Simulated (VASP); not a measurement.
# Ge2Sb2Te5 in VASP: settings compared

Ge2Sb2Te5 is run at these levels: RPBE, PBE, PBEsol, BLYP+D4; tasks: single point, relaxation of cell and atoms.

Everything below comes from runs of VASP 6.6.1. Logs are shortened: lines on timing, memory, paths and dates and some standing lists are left out, and cuts for length are marked.

## 1. The cell of the first run

The structure is trigonal, space group P-3m1 (No. 164). The conventional cell has a = 4.294 Å, b = 4.294 Å, c = 17.101 Å, α = 90.00°, β = 90.00°, γ = 120.00°. Within 4.0 Å of Te (site symmetry 3m) lie 3 Sb at 3.01 Å and 3 Te at 3.70 Å. Te (site symmetry 3m) has 3 Ge at 3.00 Å and 3 Sb at 3.20 Å within 3.9 Å. Te (site symmetry -3m) has 6 Ge at 3.04 Å within 4.0 Å. Within 4.0 Å of Sb (site symmetry 3m) lie 6 Te at 3.01 to 3.20 Å. Ge (site symmetry 3m) has 6 Te at 3.00 to 3.04 Å within 3.9 Å.

## 2. Single point, RPBE

Contents of INCAR:

```
PREC = Accurate
ENCUT = 520
EDIFF = 1E-6
ISMEAR = -1
SIGMA = 0.05
LREAL = F
LASPH = T
NELM = 60
ALGO = Normal
ISIF = 2
LWAVE = F
LCHARG = F
GGA = RP
NBANDS = 44
```

Contents of KPOINTS:

```
regular mesh
0
Gamma
  7 7 2
```

Contents of POSCAR:

```
Ge2Sb2Te5
1.0
    4.2940644248      0.0000000000      0.0000000000
   -2.1470322124      3.7187688774      0.0000000000
    0.0000000000      0.0000000000     17.1013460000
Te Sb Ge
5 2 2
Direct
    0.6666666667      0.3333333333      0.4198920000
    0.3333333333      0.6666666667      0.5801080000
    0.3333333333      0.6666666667      0.2015420000
    0.6666666667      0.3333333333      0.7984580000
    0.0000000000      0.0000000000      0.0000000000
    0.0000000000      0.0000000000      0.3200680000
    0.0000000000      0.0000000000      0.6799320000
    0.6666666667      0.3333333333      0.1028950000
    0.3333333333      0.6666666667      0.8971050000
```

Potentials or basis: VASP PAW PBE potentials, release 64 (Te, Sb, Ge_d).

Started as:

```sh
cat potpaw_PBE.64/Te/POTCAR potpaw_PBE.64/Sb/POTCAR potpaw_PBE.64/Ge_d/POTCAR > POTCAR
mpirun -np 1 vasp_std > vasp.out
```

OUTCAR:

```text
PREC = Accurate
   ENCUT = 520
   EDIFF = 1E-6
   ISMEAR = -1
   LREAL = F
   LASPH = T
   NELM = 60
   ISIF = 2
   GGA = RP

 ion  position               nearest neighbor table
   1  0.667  0.333  0.420-   6 3.01   6 3.01   6 3.01
   2  0.333  0.667  0.580-   7 3.01   7 3.01   7 3.01
   3  0.333  0.667  0.202-   8 3.00   8 3.00   8 3.00   6 3.20   6 3.20   6 3.20
   4  0.667  0.333  0.798-   9 3.00   9 3.00   9 3.00   7 3.20   7 3.20   7 3.20
   5  0.000  0.000  0.000-   8 3.04   9 3.04   8 3.04   9 3.04   8 3.04   9 3.04
   6  0.000  0.000  0.320-   1 3.01   1 3.01   1 3.01   3 3.20   3 3.20   3 3.20
   7  0.000  0.000  0.680-   2 3.01   2 3.01   2 3.01   4 3.20   4 3.20   4 3.20
   8  0.667  0.333  0.103-   3 3.00   3 3.00   3 3.00   5 3.04   5 3.04   5 3.04
   9  0.333  0.667  0.897-   4 3.00   4 3.00   4 3.00   5 3.04   5 3.04   5 3.04

  LATTYP: Found a hexagonal cell.
 ALAT       =     4.2940644248
 C/A-ratio  =     3.9825545936

  Lattice vectors:

 A1 = (   4.2940644248,   0.0000000000,   0.0000000000)
 A2 = (  -2.1470322124,   3.7187688774,   0.0000000000)
 A3 = (   0.0000000000,   0.0000000000,  17.1013460000)

Analysis of symmetry for initial positions (statically):
=====================================================================
 Subroutine PRICEL returns:
 Original cell was already a primitive cell.

 Routine SETGRP: Setting up the symmetry group for a
 hexagonal supercell.

 Subroutine GETGRP returns: Found 12 space group operations
 (whereof 12 operations were pure point group operations)
 out of a pool of 24 trial point group operations.

The static configuration has the point symmetry D_3d.

Analysis of symmetry for dynamics (positions and initial velocities):
=====================================================================
 Subroutine PRICEL returns:
 Original cell was already a primitive cell.

 Routine SETGRP: Setting up the symmetry group for a
 hexagonal supercell.

 Subroutine GETGRP returns: Found 12 space group operations
 (whereof 12 operations were pure point group operations)
 out of a pool of 24 trial point group operations.

The dynamic configuration has the point symmetry D_3d.

 Subroutine INISYM returns: Found 12 space group operations
 (whereof 12 operations are pure point group operations),
 and found     1 'primitive' translations

----------------------------------------------------------------------------------------

                                     Primitive cell

  volume of cell :     273.0851

  direct lattice vectors                    reciprocal lattice vectors
     4.294064425  0.000000000  0.000000000     0.232879599  0.134453099  0.000000000
    -2.147032212  3.718768877  0.000000000     0.000000000  0.268906198  0.000000000
     0.000000000  0.000000000 17.101346000     0.000000000  0.000000000  0.058474929

  length of vectors
     4.294064425  4.294064425 17.101346000     0.268906198  0.268906198  0.058474929

  position of ions in fractional coordinates (direct lattice)
     0.666666667  0.333333333  0.419892000
     0.333333333  0.666666667  0.580108000
     0.333333333  0.666666667  0.201542000
     0.666666667  0.333333333  0.798458000
     0.000000000  0.000000000  0.000000000
     0.000000000  0.000000000  0.320068000
     0.000000000  0.000000000  0.679932000
     0.666666667  0.333333333  0.102895000
     0.333333333  0.666666667  0.897105000

  ion indices of the primitive-cell ions
   primitive index   ion index
                 1           1
                 2           2
                 3           3
                 4           4
                 5           5
                 6           6
                 7           7
                 8           8
                 9           9

----------------------------------------------------------------------------------------

 KPOINTS: regular mesh

Automatic generation of k-mesh.
 Grid dimensions read from file:
 generate k-points for:    7    7    2

 Generating k-lattice:

  Cartesian coordinates                     Fractional coordinates (reciprocal lattice)
     0.033268514  0.019207586  0.000000000     0.142857143  0.000000000  0.000000000
     0.000000000  0.038415171  0.000000000     0.000000000  0.142857143  0.000000000
     0.000000000  0.000000000  0.029237465     0.000000000  0.000000000  0.500000000

  Length of vectors
     0.038415171  0.038415171  0.029237465

  Shift w.r.t. Gamma in fractional coordinates (k-lattice)
     0.000000000  0.000000000  0.000000000

 Subroutine IBZKPT returns following result:
 ===========================================

 Found     16 irreducible k-points:

 Following reciprocal coordinates:
            Coordinates               Weight
  0.000000  0.000000  0.000000      1.000000
  0.142857  0.000000  0.000000      6.000000
  0.285714  0.000000  0.000000      6.000000
  0.428571 -0.000000  0.000000      6.000000
  0.142857  0.142857  0.000000      6.000000
  0.285714  0.142857  0.000000     12.000000
[... 8 lines left out ...]
  0.428571  0.142857  0.500000      6.000000
  0.285714  0.285714  0.500000      6.000000
   k-points           NKPTS =     16   k-points in BZ     NKDIM =     16   number of bands    NBANDS=     44
   number of dos      NEDOS =    301   number of ions     NIONS =      9
   total plane-waves  NPLWV = 131072
   dimension x,y,z NGX =    32 NGY =   32 NGZ =  128
   dimension x,y,z NGXF=    64 NGYF=   64 NGZF=  256
   ions per type =               5   2   2
   NGX,Y,Z   is equivalent  to a cutoff of  12.39, 12.39, 12.44 a.u.
   NGXF,Y,Z  is equivalent  to a cutoff of  24.78, 24.78, 24.89 a.u.
 SYSTEM =  unknown system
   PREC   = accura    normal or accurate (medium, high low for compatibility)
   ISTART =      0    job   : 0-new  1-cont  2-samecut
   ICHARG =      2    charge: 1-file 2-atom 10-const
   ISPIN  =      1    spin polarized calculation?
   LNONCOLLINEAR =      F non collinear calculations
   LSORBIT =      F    spin-orbit coupling
   LASPH  =      T    aspherical Exc in radial PAW
   ENCUT  =  520.0 eV  38.22 Ry    6.18 a.u.   7.98  7.98 31.80*2*pi/ulx,y,z
   NELM   =     60;   NELMIN=  2; NELMDL= -5     # of ELM steps
   EDIFF  = 0.1E-05   stopping-criterion for ELM
   LREAL  =      F    real-space projection
   EDIFFG = 0.1E-04   stopping-criterion for IOM
   NSW    =      0    number of steps for IOM
   IBRION =     -1    ionic relax: 0-MD 1-quasi-New 2-CG
   NFREE  =      0    steps in history (QN), initial steepest desc. (CG)
   ISIF   =      2    stress and relaxation
   ISYM   =      2    0-nonsym 1-usesym 2-fastsym
   POTIM  = 0.5000    time-step for ionic-motion
   TEBEG  =    0.0;   TEEND  =   0.0 temperature during run
   PSTRESS=    0.0 pullay stress
   NELECT =      68.0000    total number of electrons
   NUPDOWN=      -1.0000    fix difference up-down
   EMIN   =  10.00;   EMAX   =-10.00  energy-range for DOS
   EFERMI =   0.00;   METHOD = LEGACY
   ISMEAR =    -1;   SIGMA  =   0.05  broadening in eV -4-tet -1-fermi 0-gaus
   EFERMI_NEDOS =   21; number of points for ismear=-14 and -15
   IALGO  =     38    algorithm
   IMIX   =      4    mixing-type and parameters
     AMIX     =   0.40;   BMIX     =  1.00
     AMIX_MAG =   1.60;   BMIX_MAG =  1.00
  volume/ion in A,a.u.               =      30.34       204.76
  Fermi-wavevector in a.u.,A,eV,Ry     =   1.029940  1.946304 14.432730  1.060776
  Thomas-Fermi vector in A             =   2.164013
   LORBIT       =      0    0 simple, 1 ext, 2 COOP (PROOUT), +10 PAW based schemes
   GGA     = RP    functional components
   LHFCALC =     F    Hartree Fock is set to
   AEXX    =    0.0000 exact exchange contribution
   IVDW    =     0    specifies the selected vdW correction
   LEPSILON=     F    determine dielectric tensor
   LRPA    =     F    only Hartree local field effects (RPA)
 non-spin polarized calculation
  energy-cutoff  :      520.00
  volume of cell :      273.09
 maximum number of plane-waves:      7382
 NGX is ok and might be reduce to    32
   NGX = 15   NGY = 15   NGZ = 63

 number of electron      67.9999999 magnetization

 Free energy of the ion-electron system (eV)
  ---------------------------------------------------
  ext. energy  EPLUGINS =         0.00000000
  ---------------------------------------------------
  free energy    TOTEN  =       -30.71931075 eV

  energy without entropy =      -30.71821091  energy(sigma->0) =      -30.71876083

 E-fermi :   6.4543     XC(G=0):  -9.3209

 val. band max:        6.3470878847   @ k =   0.0000   0.0000   0.0000
 cond. band min:       6.6111617093   @ k =   0.0000   0.0000   0.0000
 fundamental gap:      0.2640738246
 Fermi energy:         6.4543097968

 k-point     1 :       0.0000    0.0000    0.0000
  band No.  band energies     occupation
      1     -18.6923      2.00000
      2     -18.6923      2.00000
      3     -18.6916      2.00000
      4     -18.6916      2.00000
      5     -18.6889      2.00000
      6     -18.6887      2.00000
[... 36 lines left out ...]
     43       8.0111      0.00000
     44       9.0751      0.00000

 k-point     2 :       0.1429    0.0000    0.0000
  band No.  band energies     occupation
      1     -18.6927      2.00000
      2     -18.6921      2.00000
      3     -18.6919      2.00000
      4     -18.6915      2.00000
      5     -18.6888      2.00000
      6     -18.6886      2.00000
[... 36 lines left out ...]
     43       8.8090      0.00000
     44       9.2937      0.00000

 k-point     3 :       0.2857    0.0000    0.0000
  band No.  band energies     occupation
      1     -18.6937      2.00000
      2     -18.6927      2.00000
      3     -18.6920      2.00000
      4     -18.6911      2.00000
      5     -18.6888      2.00000
      6     -18.6880      2.00000
[... 36 lines left out ...]
     43       9.6796      0.00000
     44       9.7381      0.00000

 k-point     4 :       0.4286   -0.0000    0.0000
  band No.  band energies     occupation
      1     -18.6946      2.00000
      2     -18.6933      2.00000
      3     -18.6920      2.00000
      4     -18.6908      2.00000
      5     -18.6890      2.00000
      6     -18.6880      2.00000
[... 506 lines left out ...]
     43       9.8116      0.00000
     44       9.9238      0.00000

 k-point    15 :       0.4286    0.1429    0.5000
  band No.  band energies     occupation
      1     -18.6944      2.00000
      2     -18.6932      2.00000
      3     -18.6923      2.00000
      4     -18.6911      2.00000
      5     -18.6887      2.00000
      6     -18.6877      2.00000
[... 36 lines left out ...]
     43       9.8837      0.00000
     44      10.2074      0.00000

 k-point    16 :       0.2857    0.2857    0.5000
  band No.  band energies     occupation
      1     -18.6938      2.00000
      2     -18.6931      2.00000
      3     -18.6925      2.00000
      4     -18.6915      2.00000
      5     -18.6880      2.00000
      6     -18.6879      2.00000
[... 36 lines left out ...]
     43      10.0049      0.00000
     44      10.8311      0.00000

------------------------ aborting loop because EDIFF is reached ----------------------------------------

  FORCE on cell =-STRESS in cart. coord.  units (eV):
  Direction    XX          YY          ZZ          XY          YZ          ZX
  --------------------------------------------------------------------------------------
  -------------------------------------------------------------------------------------
  Total        2.4935191      2.4935191      2.6550419      0.0000000      0.0000000      0.0000000
  in kB       14.6293569     14.6293569     15.5770035      0.0000000      0.0000000      0.0000000
  external PRESSURE =      14.9452391 kB  Pullay stress =       0.0000000 kB

 VOLUME and BASIS-vectors are now :
 -----------------------------------------------------------------------------
  energy-cutoff  :      520.00
  volume of cell :      273.09
      direct lattice vectors                 reciprocal lattice vectors
     4.294064425  0.000000000  0.000000000     0.232879599  0.134453099  0.000000000
    -2.147032212  3.718768877  0.000000000     0.000000000  0.268906198  0.000000000
     0.000000000  0.000000000 17.101346000     0.000000000  0.000000000  0.058474929

 POSITION                                       TOTAL-FORCE (eV/Angst)
 -----------------------------------------------------------------------------------
      2.14703      1.23959      7.18072        -0.000000      0.000000     -0.034944
     -0.00000      2.47918      9.92063         0.000000     -0.000000      0.034944
     -0.00000      2.47918      3.44664        -0.000000      0.000000     -0.025494
      2.14703      1.23959     13.65471         0.000000      0.000000      0.025494
      0.00000      0.00000      0.00000        -0.000000      0.000000     -0.000000
      0.00000      0.00000      5.47359        -0.000000      0.000000     -0.088970
      0.00000      0.00000     11.62775        -0.000000      0.000000      0.088970
      2.14703      1.23959      1.75964         0.000000      0.000000     -0.088089
     -0.00000      2.47918     15.34170        -0.000000     -0.000000      0.088089
 -----------------------------------------------------------------------------------
    total drift:                               -0.000000      0.000000     -0.000000

  FREE ENERGIE OF THE ION-ELECTRON SYSTEM (eV)
  ---------------------------------------------------
  free  energy   TOTEN  =       -30.7193107549 eV

  energy  without entropy=      -30.7182109053  energy(sigma->0) =      -30.71876083
```

Run time: 2.7 min. Hardware: 1 thread of Intel Xeon Platinum 8559C (Emerald Rapids), shared host; peak memory 0.43 GiB.

What came out:

| Quantity | Value |
| --- | --- |
| Free energy | -30.7193 eV |
| Pressure | 1.5 GPa |
| Largest force | 0.089 eV/Å |
| Band gap on the k mesh | 0.26 eV |

Forces on the atoms (eV/Å):
```
Te   0.000  0.000 -0.035
Te   0.000  0.000  0.035
Te   0.000  0.000 -0.025
Te   0.000  0.000  0.025
Te   0.000  0.000  0.000
Sb   0.000  0.000 -0.089
Sb   0.000  0.000  0.089
Ge   0.000  0.000 -0.088
Ge   0.000  0.000  0.088
```

Stress tensor (GPa, compression positive):
```
1.46 0.00 0.00
0.00 1.46 0.00
0.00 0.00 1.56
```

Caveat: the PAW data sets were made with another functional, which shifts forces and pressure a little; spin-orbit coupling is left out, which moves the levels of the heavy elements; an odd mesh through Γ misses points on the zone boundary, where band edges can lie.

(Continued in part 2 of 3.)
